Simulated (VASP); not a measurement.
# Lu (Im-3m) in VASP: notebook

Runs on Lu. Level: PBEsol. Tasks: single point, relaxation of cell and atoms.

All numbers are computed with VASP 6.6.1; they aren't measurements. Logs are shortened: lines on timing, memory, paths and dates and some standing lists are left out, and cuts for length are marked.

### Step 1. The cell of the first run

It takes space group Im-3m (No. 229, cubic). Conventional cell: a = 3.831 Å, b = 3.831 Å, c = 3.831 Å, α = 90.00°, β = 90.00°, γ = 90.00°. Within 4.4 Å of Lu (site symmetry m-3m) lie 14 Lu at 3.32 to 3.83 Å.

This isn't the form of Lu at room conditions, which is hcp.

### Step 2. Single point, PBEsol

INCAR reads:

```
PREC = Accurate ; ENCUT = 520
EDIFF = 1E-6 ; ISMEAR = -1
SIGMA = 0.1 ; LREAL = False
LASPH = True ; NELM = 100
ALGO = Normal ; ISIF = 2
LWAVE = False ; LCHARG = False
GGA = PS ; NBANDS = 32
```

KPOINTS reads:

```
regular mesh
0
Gamma
  6 6 6
```

POSCAR reads:

```
Lu
1.0
    3.8306783587      0.0000000000      0.0000000000
    0.0000000000      3.8306783587      0.0000000000
    0.0000000000      0.0000000000      3.8306783587
Lu
2
Direct
    0.0000000000      0.0000000000      0.0000000000
    0.5000000000      0.5000000000      0.5000000000
```

Potentials or basis: VASP PAW PBE potentials, release 64 (Lu).

The run is started by

```bash
$ cat potpaw_PBE.64/Lu/POTCAR > POTCAR
$ mpirun -np 1 vasp_std > vasp.out
```

OUTCAR:

```text
PREC = Accurate
   ENCUT = 520
   EDIFF = 1E-6
   ISMEAR = -1
   LREAL = False
   LASPH = True
   NELM = 100
   ISIF = 2
   GGA = PS

 ion  position               nearest neighbor table
   1  0.000  0.000  0.000-   2 3.32   2 3.32   2 3.32   2 3.32   2 3.32   2 3.32   2 3.32   2 3.32

   2  0.500  0.500  0.500-   1 3.32   1 3.32   1 3.32   1 3.32   1 3.32   1 3.32   1 3.32   1 3.32

  LATTYP: Found a simple cubic cell.
 ALAT       =     3.8306783587

  Lattice vectors:

 A1 = (   3.8306783587,   0.0000000000,   0.0000000000)
 A2 = (   0.0000000000,   3.8306783587,   0.0000000000)
 A3 = (   0.0000000000,   0.0000000000,   3.8306783587)

Analysis of symmetry for initial positions (statically):
=====================================================================
 Subroutine PRICEL returns following result:

  LATTYP: Found a body centered cubic cell.
 ALAT       =     3.8306783587

  Lattice vectors:

 A1 = (   1.9153391794,   1.9153391794,  -1.9153391793)
 A2 = (  -1.9153391794,   1.9153391793,   1.9153391793)
 A3 = (   1.9153391794,  -1.9153391793,   1.9153391794)

   2 primitive cells build up your supercell.

 Routine SETGRP: Setting up the symmetry group for a
 simple cubic supercell.

 Subroutine GETGRP returns: Found 48 space group operations
 (whereof 48 operations were pure point group operations)
 out of a pool of 48 trial point group operations.

The static configuration has the point symmetry O_h .

Analysis of symmetry for dynamics (positions and initial velocities):
=====================================================================
 Subroutine PRICEL returns following result:

  LATTYP: Found a body centered cubic cell.
 ALAT       =     3.8306783587

  Lattice vectors:

 A1 = (   1.9153391794,   1.9153391794,  -1.9153391793)
 A2 = (  -1.9153391794,   1.9153391793,   1.9153391793)
 A3 = (   1.9153391794,  -1.9153391793,   1.9153391794)

   2 primitive cells build up your supercell.

 Routine SETGRP: Setting up the symmetry group for a
 simple cubic supercell.

 Subroutine GETGRP returns: Found 48 space group operations
 (whereof 48 operations were pure point group operations)
 out of a pool of 48 trial point group operations.

The dynamic configuration has the point symmetry O_h .

 Subroutine INISYM returns: Found 48 space group operations
 (whereof 48 operations are pure point group operations),
 and found     2 'primitive' translations

----------------------------------------------------------------------------------------

                                     Primitive cell

  volume of cell :      28.1059

  direct lattice vectors                    reciprocal lattice vectors
     1.915339179  1.915339179 -1.915339179     0.261050369  0.261050369  0.000000000
    -1.915339179  1.915339179  1.915339179    -0.000000000  0.261050369  0.261050369
     1.915339179 -1.915339179  1.915339179     0.261050369  0.000000000  0.261050369

  length of vectors
     3.317464772  3.317464772  3.317464772     0.369180973  0.369180973  0.369180973

  position of ions in fractional coordinates (direct lattice)
     0.000000000  0.000000000  0.000000000

  ion indices of the primitive-cell ions
   primitive index   ion index
                 1           1

----------------------------------------------------------------------------------------

 KPOINTS: regular mesh

Automatic generation of k-mesh.
 Grid dimensions read from file:
 generate k-points for:    6    6    6

 Generating k-lattice:

  Cartesian coordinates                     Fractional coordinates (reciprocal lattice)
     0.043508395  0.000000000  0.000000000     0.166666667  0.000000000  0.000000000
     0.000000000  0.043508395  0.000000000     0.000000000  0.166666667  0.000000000
     0.000000000  0.000000000  0.043508395     0.000000000  0.000000000  0.166666667

  Length of vectors
     0.043508395  0.043508395  0.043508395

  Shift w.r.t. Gamma in fractional coordinates (k-lattice)
     0.000000000  0.000000000  0.000000000

 Subroutine IBZKPT returns following result:
 ===========================================

 Found     20 irreducible k-points:

 Following reciprocal coordinates:
            Coordinates               Weight
  0.000000  0.000000  0.000000      1.000000
  0.166667  0.000000  0.000000      6.000000
  0.333333  0.000000  0.000000      6.000000
  0.500000  0.000000  0.000000      3.000000
  0.166667  0.166667  0.000000     12.000000
  0.333333  0.166667  0.000000     24.000000
[... 12 lines left out ...]
  0.500000  0.500000  0.333333      6.000000
  0.500000  0.500000  0.500000      1.000000
   k-points           NKPTS =     20   k-points in BZ     NKDIM =     20   number of bands    NBANDS=     32
   number of dos      NEDOS =    301   number of ions     NIONS =      2
   total plane-waves  NPLWV =  21952
   dimension x,y,z NGX =    28 NGY =   28 NGZ =   28
   dimension x,y,z NGXF=    56 NGYF=   56 NGZF=   56
   ions per type =               2
   NGX,Y,Z   is equivalent  to a cutoff of  12.15, 12.15, 12.15 a.u.
   NGXF,Y,Z  is equivalent  to a cutoff of  24.30, 24.30, 24.30 a.u.
 SYSTEM =  unknown system
   PREC   = accura    normal or accurate (medium, high low for compatibility)
   ISTART =      0    job   : 0-new  1-cont  2-samecut
   ICHARG =      2    charge: 1-file 2-atom 10-const
   ISPIN  =      1    spin polarized calculation?
   LNONCOLLINEAR =      F non collinear calculations
   LSORBIT =      F    spin-orbit coupling
   LASPH  =      T    aspherical Exc in radial PAW
   ENCUT  =  520.0 eV  38.22 Ry    6.18 a.u.   7.12  7.12  7.12*2*pi/ulx,y,z
   NELM   =    100;   NELMIN=  2; NELMDL= -5     # of ELM steps
   EDIFF  = 0.1E-05   stopping-criterion for ELM
   LREAL  =      F    real-space projection
   EDIFFG = 0.1E-04   stopping-criterion for IOM
   NSW    =      0    number of steps for IOM
   IBRION =     -1    ionic relax: 0-MD 1-quasi-New 2-CG
   NFREE  =      0    steps in history (QN), initial steepest desc. (CG)
   ISIF   =      2    stress and relaxation
   ISYM   =      2    0-nonsym 1-usesym 2-fastsym
   POTIM  = 0.5000    time-step for ionic-motion
   TEBEG  =    0.0;   TEEND  =   0.0 temperature during run
   PSTRESS=    0.0 pullay stress
   NELECT =      50.0000    total number of electrons
   NUPDOWN=      -1.0000    fix difference up-down
   EMIN   =  10.00;   EMAX   =-10.00  energy-range for DOS
   EFERMI =   0.00;   METHOD = LEGACY
   ISMEAR =    -1;   SIGMA  =   0.10  broadening in eV -4-tet -1-fermi 0-gaus
   EFERMI_NEDOS =   21; number of points for ismear=-14 and -15
   IALGO  =     38    algorithm
   IMIX   =      4    mixing-type and parameters
     AMIX     =   0.40;   BMIX     =  1.00
     AMIX_MAG =   1.60;   BMIX_MAG =  1.00
  volume/ion in A,a.u.               =      28.11       189.67
  Fermi-wavevector in a.u.,A,eV,Ry     =   1.574427  2.975235 33.726391  2.478820
  Thomas-Fermi vector in A             =   2.675563
   LORBIT       =      0    0 simple, 1 ext, 2 COOP (PROOUT), +10 PAW based schemes
   GGA     = PS    functional components
   LHFCALC =     F    Hartree Fock is set to
   AEXX    =    0.0000 exact exchange contribution
   IVDW    =     0    specifies the selected vdW correction
   LEPSILON=     F    determine dielectric tensor
   LRPA    =     F    only Hartree local field effects (RPA)
 non-spin polarized calculation
  energy-cutoff  :      520.00
  volume of cell :       56.21
 maximum number of plane-waves:      1532
   NGX = 15   NGY = 15   NGZ = 15

 number of electron      50.0000007 magnetization

 Free energy of the ion-electron system (eV)
  ---------------------------------------------------
  ext. energy  EPLUGINS =         0.00000000
  ---------------------------------------------------
  free energy    TOTEN  =        -9.67285376 eV

  energy without entropy =       -9.53434710  energy(sigma->0) =       -9.60360043

 E-fermi :   2.3806     XC(G=0): -10.9545

 val. band max:        2.3695721627   @ k =   0.5000   0.5000   0.3333
 cond. band min:       2.3924108261   @ k =   0.3333   0.3333   0.3333
 fundamental gap:      0.0228386634
 Fermi energy:         2.3806112002

 k-point     1 :       0.0000    0.0000    0.0000
  band No.  band energies     occupation
      1     -53.9330      2.00000
      2     -53.8658      2.00000
      3     -24.7179      2.00000
      4     -24.7179      2.00000
      5     -24.7179      2.00000
      6     -24.3212      2.00000
[... 24 lines left out ...]
     31       8.3321      0.00000
     32       8.3321      0.00000

 k-point     2 :       0.1667    0.0000    0.0000
  band No.  band energies     occupation
      1     -53.9280      2.00000
      2     -53.8697      2.00000
      3     -24.7160      2.00000
      4     -24.6903      2.00000
      5     -24.6903      2.00000
      6     -24.3741      2.00000
[... 24 lines left out ...]
     31       6.7149      0.00000
     32       7.1535      0.00000

 k-point     3 :       0.3333    0.0000    0.0000
  band No.  band energies     occupation
      1     -53.9146      2.00000
      2     -53.8809      2.00000
      3     -24.6932      2.00000
      4     -24.6153      2.00000
      5     -24.6153      2.00000
      6     -24.4977      2.00000
[... 24 lines left out ...]
     31       5.3700      0.00000
     32       6.3860      0.00000

 k-point     4 :       0.5000    0.0000    0.0000
  band No.  band energies     occupation
      1     -53.8972      2.00000
      2     -53.8972      2.00000
      3     -24.6204      2.00000
      4     -24.6204      2.00000
      5     -24.5148      2.00000
      6     -24.5148      2.00000
[... 514 lines left out ...]
     31       7.4963      0.00000
     32       7.4963      0.00000

 k-point    19 :       0.5000    0.5000    0.3333
  band No.  band energies     occupation
      1     -53.8933      2.00000
      2     -53.8933      2.00000
      3     -24.7414      2.00000
      4     -24.7414      2.00000
      5     -24.5770      2.00000
      6     -24.5770      2.00000
[... 24 lines left out ...]
     31       7.7412      0.00000
     32       7.7413      0.00000

 k-point    20 :       0.5000    0.5000    0.5000
  band No.  band energies     occupation
      1     -53.8927      2.00000
      2     -53.8927      2.00000
      3     -24.6005      2.00000
      4     -24.6005      2.00000
      5     -24.6005      2.00000
      6     -24.6005      2.00000
[... 24 lines left out ...]
     31       7.7779      0.00000
     32       7.7779      0.00000

------------------------ aborting loop because EDIFF is reached ----------------------------------------

  FORCE on cell =-STRESS in cart. coord.  units (eV):
  Direction    XX          YY          ZZ          XY          YZ          ZX
  --------------------------------------------------------------------------------------
  -------------------------------------------------------------------------------------
  Total        0.0611560      0.0611560      0.0611560      0.0000000     -0.0000000      0.0000000
  in kB        1.7431017      1.7431017      1.7431017      0.0000000     -0.0000000      0.0000000
  external PRESSURE =       1.7431017 kB  Pullay stress =       0.0000000 kB

 VOLUME and BASIS-vectors are now :
 -----------------------------------------------------------------------------
  energy-cutoff  :      520.00
  volume of cell :       56.21
      direct lattice vectors                 reciprocal lattice vectors
     3.830678359  0.000000000  0.000000000     0.261050369  0.000000000  0.000000000
     0.000000000  3.830678359  0.000000000     0.000000000  0.261050369  0.000000000
     0.000000000  0.000000000  3.830678359     0.000000000  0.000000000  0.261050369

 POSITION                                       TOTAL-FORCE (eV/Angst)
 -----------------------------------------------------------------------------------
      0.00000      0.00000      0.00000         0.000000     -0.000000      0.000000
      1.91534      1.91534      1.91534        -0.000000      0.000000     -0.000000
 -----------------------------------------------------------------------------------
    total drift:                                0.000000      0.000000      0.000000

  FREE ENERGIE OF THE ION-ELECTRON SYSTEM (eV)
  ---------------------------------------------------
  free  energy   TOTEN  =        -9.6728537621 eV

  energy  without entropy=       -9.5343471001  energy(sigma->0) =       -9.60360043
```

Wall time 22 s (1 thread of AMD EPYC 7R13 (Zen 3), shared host); peak memory 0.15 GiB.

Results:

* Free energy: -9.6729 eV
* Pressure: 0.2 GPa
* Band gap on the k mesh: zero (bands 25 and 26 overlap by 0.84 eV)

Caveat: the PAW data sets were made with another functional, which shifts forces and pressure a little; spin-orbit coupling is left out, which moves the levels of the heavy elements.

### Step 3. Relaxation of cell and atoms, PBEsol

This run uses another cell than the first one, of 29.43 Å³/atom.

INCAR reads:

```
PREC = Accurate ; ENCUT = 600
EDIFF = 1E-6 ; ISMEAR = -1
SIGMA = 0.1 ; LREAL = False
LASPH = True ; NELM = 60
ALGO = Normal ; ISIF = 3
LWAVE = False ; LCHARG = False
GGA = PS ; IBRION = 2
NSW = 80 ; EDIFFG = -0.02
```

KPOINTS reads:

```
Automatic mesh
0
Gamma
  6 6 6
```

POSCAR reads:

```
Lu
1.0
    3.8900000000      0.0000000000      0.0000000000
    0.0000000000      3.8900000000      0.0000000000
    0.0000000000      0.0000000000      3.8900000000
Lu
2
Direct
    0.0000000000      0.0000000000      0.0000000000
    0.5000000000      0.5000000000      0.5000000000
```

Potentials or basis: VASP PAW PBE potentials, release 64 (Lu).

The run is started by

```bash
$ cat potpaw_PBE.64/Lu/POTCAR > POTCAR
$ mpirun -np 1 vasp_std > vasp.out
```

Run time: 75 s. Hardware: 1 thread of AMD EPYC 7R13 (Zen 3), shared host; peak memory 0.18 GiB.

Results (log left out):

* Free energy: -9.6747 eV
* Relaxed volume: 28.26 Å³/atom
* Relaxed cell: a = 3.838 Å, b = 3.838 Å, c = 3.838 Å, α = 90.00°, β = 90.00°, γ = 90.00°
* Space group after relaxing (to 0.1 Å): Im-3m (No. 229)
* Energy gained by relaxing: 6.8 meV/atom
* Ionic steps: 3
* Pressure after relaxing: 0.0 GPa
* Band gap on the k mesh: zero (bands 25 and 26 overlap by 0.85 eV)

Step by step:
```tsv
step	energy change (eV)	largest force (eV/Å)	pressure (GPa)	volume (Å³)
1	0.0000	0.0000	-1.81	58.86
2	-0.0131	0.0000	0.40	56.08
3	-0.0136	0.0000	0.02	56.53
```

Final structure:
```
Lu
1.0
     3.83780    0.00000    0.00000
     0.00000    3.83780    0.00000
     0.00000    0.00000    3.83780
Lu
2
Direct
  0.00000 0.00000 0.00000
  0.50000 0.50000 0.50000
```

Levels at points of the mesh, in eV from the Fermi level:
| k point | band 23 | band 24 | band 25 | band 26 | band 27 | band 28 |
| --- | --- | --- | --- | --- | --- | --- |
| (0.00, 0.00, 0.00) | -4.97 | -1.62 | -1.62 | 2.11 | 2.11 | 2.11 |
| (0.50, 0.00, 0.00) | -3.08 | -3.08 | 0.60 | 0.60 | 2.16 | 2.16 |
| (0.50, 0.50, 0.00) | -2.63 | -2.63 | 0.31 | 0.31 | 0.58 | 0.58 |
| (0.50, 0.50, 0.50) | -0.25 | -0.25 | -0.25 | -0.25 | -0.25 | -0.25 |

Caveat: the PAW data sets were made with another functional, which shifts forces and pressure a little; spin-orbit coupling is left out, which moves the levels of the heavy elements.
